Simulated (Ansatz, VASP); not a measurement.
Two plane-wave programs on KCl

```
CELL_PARAMETERS angstrom
0.00000 3.19070 3.19070
3.19070 0.00000 3.19070
3.19070 3.19070 0.00000
ATOMIC_POSITIONS crystal
K 0.00000 0.00000 0.00000
Cl 0.50000 0.50000 0.50000
```

Alike in both runs: functional PBE; k mesh 6 × 6 × 6; occupations gaussian, width 0.02 eV; no spin polarisation.

Ansatz relaxed the structure, and its values are those at the end. VASP's run is a single point on that final structure, the one shown.

```csv
,VASP,Ansatz
version,VASP 6.6.1,Ansatz 0.2.0
potentials or method,"VASP PAW PBE potentials, release 64 (K_sv, Cl), cutoff 500 eV","scalar-relativistic, plane waves, PAW"
valence electrons in the cell,16,16
```

|  | VASP | Ansatz | Ansatz less VASP |
| --- | --- | --- | --- |
| gap on the k mesh at the Fermi level (eV) | 5.05 | 5.05 | +0.002 |
| least direct gap on the mesh (eV) | 5.05 | 5.05 | +0.002 |
| pressure (GPa) | 0.0 | 0.0 | -0.01 |
